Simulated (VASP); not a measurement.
LiF, 2 atoms in the cell. Symmetry: Fm-3m, No. 225, cubic system. Conventional cell: a = 3.909 Å, b = 3.909 Å, c = 3.909 Å, α = 90.00°, β = 90.00°, γ = 90.00°. Within 2.6 Å of Li (site symmetry m-3m) lie 6 F at 1.95 Å. Within 2.6 Å of F (site symmetry m-3m) lie 6 Li at 1.95 Å. 

* Program: VASP 6.6.1
* Task: elastic constants
* Functional: LDA
* Potentials or basis: VASP PAW LDA potentials, release 64 (Li_sv, F)
* Cutoff: 600 eV
* k mesh: 10 × 10 × 10
* Occupations: gaussian, width 0.01 eV
* Spin: no spin polarisation
* Dipole correction: no
* Ions in elastic constants: relaxed
* Further INCAR settings: ALGO = Normal; EDIFF = 1e-08; IBRION = 6; POTIM = 0.015; NSW = 1; ISIF = 3

Potentials or basis: VASP PAW LDA potentials, release 64 (Li_sv, F).

Command:

```console
$ cat potpaw_LDA.64/Li_sv/POTCAR potpaw_LDA.64/F/POTCAR > POTCAR
$ mpirun -np 1 vasp_std > vasp.out
```

Hardware: 1 thread of Intel Xeon 8259CL (shared host).

Q: Estimate the wall time of this run.

A: It took 5.4 min on 1 thread of Intel Xeon 8259CL, on a shared host, peak memory 0.2 GiB. Counts: scf iterations 148, k points 47.
